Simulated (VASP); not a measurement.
YN:

```
CELL_PARAMETERS angstrom
0.00000 2.43850 2.43850
2.43850 0.00000 2.43850
2.43850 2.43850 0.00000
ATOMIC_POSITIONS crystal
Y 0.00000 0.00000 0.00000
N 0.50000 0.50000 0.50000
```

Base run:

| Item | Value |
| --- | --- |
| Program | VASP 6.6.1 |
| Functional | PBEsol |
| Potentials or basis | VASP PAW PBE potentials, release 64 (Y_sv, N) |
| Cutoff | 600 eV |
| k mesh | 9 × 9 × 9 |
| Occupations | fermi-dirac, width 0.03 eV |
| Spin | no spin polarisation |

Its results: band gap on the k mesh 0.15 eV, indirect (least direct gap 0.56 eV); pressure -2.3 GPa.

**Question.** The run is repeated on the same cell with these changes: functional from PBEsol to PBE. What comes out?

**Answer.** Band gap on the k mesh 0.24 eV, indirect (least direct gap 0.64 eV); pressure 2.7 GPa.

PBE binds less tightly than PBEsol, so the same cell stands under more pressure.

Caveats: the PAW data sets were made with another functional, which shifts forces and pressure a little (some runs).

A k mesh can miss the band edges.
